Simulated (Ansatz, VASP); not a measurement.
**One calculation of Mg, two programs**

```
Mg
1.0
     3.17926    0.00000    0.00000
    -1.58963    2.75332    0.00000
     0.00000    0.00000    5.15689
Mg
2
Direct
  0.33333 0.66667 0.25000
  0.66667 0.33333 0.75000
```

Alike in both runs: task single point; functional r2SCAN; k mesh 16 × 16 × 9; occupations fermi-dirac, width 0.1 eV; no spin polarisation.

```csv
,VASP,Ansatz
version,VASP 6.6.1,Ansatz 0.2.0
potentials or method,"VASP PAW PBE potentials, release 64 (Mg), cutoff 520 eV","plane waves (500 eV) with PAW, scalar-relativistic"
valence electrons in the cell,4,20
```

|  | VASP | Ansatz | Ansatz less VASP |
| --- | --- | --- | --- |
| pressure (GPa) | -0.2 | 0.1 | +0.27 |
| traceless stress, the component that is largest in VASP (GPa) | -0.16 | -0.16 | 0.000 |

VASP's potentials were made for PBE, not for r2SCAN. The functional is the same, so the differences come from potentials, cutoffs and numerics. VASP's potentials hold 4 valence electrons a cell and Ansatz's 20, so a difference there can come from the potentials and not from the codes.
